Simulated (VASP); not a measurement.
# Ag (Fm-3m) in VASP: notebook, part 2 of 2

VASP 6.6.1. The steps go on from the part before.

## 3. Single point, PBE (volume scaled by 0.94)

File INCAR:

```
  ALGO = Normal
  EDIFF = 1E-7
  ENCUT = 520
  GGA = PE
  ISIF = 2
  ISMEAR = 0
  LASPH = True
  LCHARG = True
  LELF = True
  LREAL = False
  LVHAR = True
  LWAVE = False
  NBANDS = 12
  NELM = 60
  PREC = Accurate
  SIGMA = 0.1
```

File KPOINTS:

```
k-points
0
Gamma
  18 18 18
```

File POSCAR:

```
Ag
1.0
    0.0000000000      2.0312593109      2.0312593109
    2.0312593109      0.0000000000      2.0312593109
    2.0312593109      2.0312593109      0.0000000000
Ag
1
Direct
    0.0000000000      0.0000000000      0.0000000000
```

Potentials or basis: VASP PAW PBE potentials, release 64 (Ag).

The run is started by

```
> cat potpaw_PBE.64/Ag/POTCAR > POTCAR
> mpirun -np 1 vasp_std > vasp.out
```

It took 13 s on 1 thread of Intel Xeon Platinum 8559C (Emerald Rapids), shared host; peak memory 0.16 GiB.

It converged, with:

| Property | Result |
| --- | --- |
| Free energy | -2.7000 eV |
| Pressure | 6.6 GPa |

Levels at points of the mesh, in eV from the Fermi level:
```csv
k point,band 2,band 3,band 4,band 5,band 6,band 7,band 8,band 9,band 10,band 11
"(0.00, 0.00, 0.00)",-4.84,-4.84,-4.84,-3.78,-3.78,16.09,19.77,19.77,19.77,24.62
"(0.50, 0.00, 0.00)",-4.87,-4.87,-2.96,-2.96,-0.42,3.73,15.32,18.08,18.08,23.13
"(0.50, 0.50, 0.00)",-6.38,-2.99,-2.74,-2.74,1.62,6.90,10.78,10.78,17.42,17.50
```

## 4. Single point, PBE (volume scaled by 0.97)

File INCAR:

```
  ALGO = Fast
  EDIFF = 1E-6
  ENCUT = 520
  GGA = PE
  ISIF = 2
  ISMEAR = 0
  LASPH = T
  LCHARG = T
  LELF = T
  LREAL = F
  LVHAR = T
  LWAVE = F
  NBANDS = 12
  NELM = 80
  PREC = Accurate
  SIGMA = 0.1
```

KPOINTS is that of step 3.

File POSCAR:

```
Ag
1.0
    0.0000000000      2.0526425593      2.0526425593
    2.0526425593      0.0000000000      2.0526425593
    2.0526425593      2.0526425593      0.0000000000
Ag
1
Direct
    0.0000000000      0.0000000000      0.0000000000
```

Potentials or basis: VASP PAW PBE potentials, release 64 (Ag).

The run is started by

```
> cat potpaw_PBE.64/Ag/POTCAR > POTCAR
> mpirun -np 1 vasp_std > vasp.out
```

OUTCAR:

```text
EDIFF = 1E-6
   ENCUT = 520
   GGA = PE
   ISIF = 2
   ISMEAR = 0
   LASPH = T
   LREAL = F
   NELM = 80
   PREC = Accurate

 ion  position               nearest neighbor table
   1  0.000  0.000  0.000-

  LATTYP: Found a face centered cubic cell.
 ALAT       =     4.1052851186

  Lattice vectors:

 A1 = (   0.0000000000,   2.0526425593,   2.0526425593)
 A2 = (   2.0526425593,   0.0000000000,   2.0526425593)
 A3 = (   2.0526425593,   2.0526425593,   0.0000000000)

Analysis of symmetry for initial positions (statically):
[... 532 lines left out ...]
      6       4.7985      2.00000
      7      19.6874      0.00000
      8      24.3902      0.00000
      9      26.7251      0.00000
     10      29.2415      0.00000
     11      29.8638      0.00000
     12      30.8293      0.00000

 [... further k-points ...]
[... 5 lines left out ...]
  --------------------------------------------------------------------------------------
  -------------------------------------------------------------------------------------
  Total        0.3223237      0.3223237      0.3223237      0.0000000      0.0000000      0.0000000
  in kB       29.8560835     29.8560835     29.8560835      0.0000000      0.0000000      0.0000000
  external PRESSURE =      29.8560835 kB  Pullay stress =       0.0000000 kB

 VOLUME and BASIS-vectors are now :
 -----------------------------------------------------------------------------
  energy-cutoff  :      520.00
  volume of cell :       17.30
      direct lattice vectors                 reciprocal lattice vectors
     0.000000000  2.052642559  2.052642559    -0.243588441  0.243588441  0.243588441
     2.052642559  0.000000000  2.052642559     0.243588441 -0.243588441  0.243588441
     2.052642559  2.052642559  0.000000000     0.243588441  0.243588441 -0.243588441

 POSITION                                       TOTAL-FORCE (eV/Angst)
 -----------------------------------------------------------------------------------
      0.00000      0.00000      0.00000         0.000000     -0.000000     -0.000000
 -----------------------------------------------------------------------------------
    total drift:                               -0.000000     -0.000000     -0.000000

  FREE ENERGIE OF THE ION-ELECTRON SYSTEM (eV)
  ---------------------------------------------------
  free  energy   TOTEN  =        -2.7160152357 eV

  energy  without entropy=       -2.7150150951  energy(sigma->0) =       -2.71551517
```

OSZICAR:

```text
N       E                     dE             d eps       ncg     rms          rms(c)
DAV:   1     0.529611526610E+02    0.52961E+02   -0.54998E+03  4720   0.825E+02
DAV:   2    -0.210409946584E+01   -0.55065E+02   -0.52191E+02  5416   0.195E+02
DAV:   3    -0.296355096543E+01   -0.85945E+00   -0.85896E+00  5540   0.255E+01
DAV:   4    -0.296623304713E+01   -0.26821E-02   -0.26820E-02  5368   0.150E+00
DAV:   5    -0.296625431459E+01   -0.21267E-04   -0.21269E-04  5616   0.119E-01    0.504E+00
RMM:   6    -0.272630727709E+01    0.23995E+00   -0.36436E-01  4729   0.546E+00    0.322E+00
RMM:   7    -0.271873895502E+01    0.75683E-02   -0.93163E-03  5253   0.108E+00    0.187E+00
RMM:   8    -0.271603043054E+01    0.27085E-02   -0.72853E-04  5266   0.257E-01    0.190E-01
RMM:   9    -0.271601243869E+01    0.17992E-04   -0.10962E-04  5675   0.931E-02    0.713E-02
RMM:  10    -0.271601393748E+01   -0.14988E-05   -0.18824E-05  5526   0.350E-02    0.223E-02
RMM:  11    -0.271601514179E+01   -0.12043E-05   -0.50601E-06  4717   0.141E-02    0.658E-03
RMM:  12    -0.271601523572E+01   -0.93932E-07   -0.33783E-07  3659   0.442E-03
   1 F= -.27160152E+01 E0= -.27155152E+01  d E =-.100014E-02
```

Run time: 15 s. Hardware: 1 thread of Intel Xeon Platinum 8559C (Emerald Rapids), shared host; peak memory 0.16 GiB.

Results:

| Item | Value |
| --- | --- |
| Free energy | -2.7160 eV |
| Pressure | 3.0 GPa |

Levels at points of the mesh, in eV from the Fermi level:
| k point | band 4 | band 5 | band 6 | band 7 | band 8 | band 9 |
| --- | --- | --- | --- | --- | --- | --- |
| (0.00, 0.00, 0.00) | -4.72 | -3.71 | -3.71 | 16.03 | 19.52 | 19.52 |
| (0.50, 0.00, 0.00) | -2.94 | -2.94 | -0.33 | 3.56 | 15.26 | 17.76 |
| (0.50, 0.50, 0.00) | -2.74 | -2.74 | 1.65 | 6.66 | 10.63 | 10.63 |

## 5. Summary

```tsv
task	cell	cutoff (eV)	gap on the mesh (eV)	pressure (GPa)
relaxation of cell and atoms	relaxed from a = 2.889 Å, angles 60.0°, 1 atom	600	none	0.0
single point	a = 2.873 Å, angles 60.0°, 1 atom	520	none	6.6
single point	a = 2.903 Å, angles 60.0°, 1 atom	520	none	3.0
```

Alike in all rows: level PBE; potentials or basis VASP PAW PBE potentials, release 64 (Ag); no spin polarisation; k mesh 18 × 18 × 18; smearing gaussian 0.1 eV.

Absolute energies hang on the potentials; compare differences alone.
